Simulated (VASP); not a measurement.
**SnTe: single point with PBE+D3(BJ)**

Crystal: SnTe.

```
CELL_PARAMETERS angstrom
-3.82589 3.82589 3.82589
3.82589 -3.82589 3.82589
3.82589 3.82589 -3.82589
ATOMIC_POSITIONS crystal
Sn 0.00000 0.50000 0.50000
Sn 0.50000 0.00000 0.50000
Sn 0.50000 0.50000 0.00000
Sn 0.00000 0.00000 0.00000
Te 0.50000 0.50000 0.50000
Te 0.00000 0.00000 0.50000
Te 0.00000 0.50000 0.00000
Te 0.50000 0.00000 0.00000
```

```
Program                : VASP 6.6.1
Task                   : single point
Functional             : PBE
Dispersion             : D3(BJ)
Potentials or basis    : VASP PAW PBE potentials, release 64 (Sn_d, Te)
Cutoff                 : 520 eV
k mesh                 : 12 × 12 × 12
Occupations            : gaussian, width 0.15 eV
Spin                   : no spin polarisation
Dipole correction      : no
Further INCAR settings : ALGO = Normal; EDIFF = 1e-06; NBANDS = 50
```

```yaml
Pressure: -0.3 GPa
Band_gap_on_the_k_mesh: zero (bands 40 and 41 overlap by 0.99 eV)
Dispersion_energy_per_atom: -0.444 eV
```

Levels at points of the mesh, in eV from the Fermi level:
```
           k point  band 38  band 39  band 40  band 41  band 42  band 43
(0.00, 0.00, 0.00)     0.32     0.32     0.32     3.44     3.44     3.55
(0.50, 0.00, 0.00)    -0.79    -0.27    -0.27    -0.22    -0.22     1.19
(0.50, 0.50, 0.50)    -0.28    -0.28    -0.28     0.19     0.19     0.19
```

It took 11 min on 1 thread of Intel(R) Xeon(R) Platinum 8488C (Sapphire Rapids), on a shared host, peak memory 0.75 GiB.

Caveat: spin-orbit coupling is left out, which moves the levels of the heavy elements.
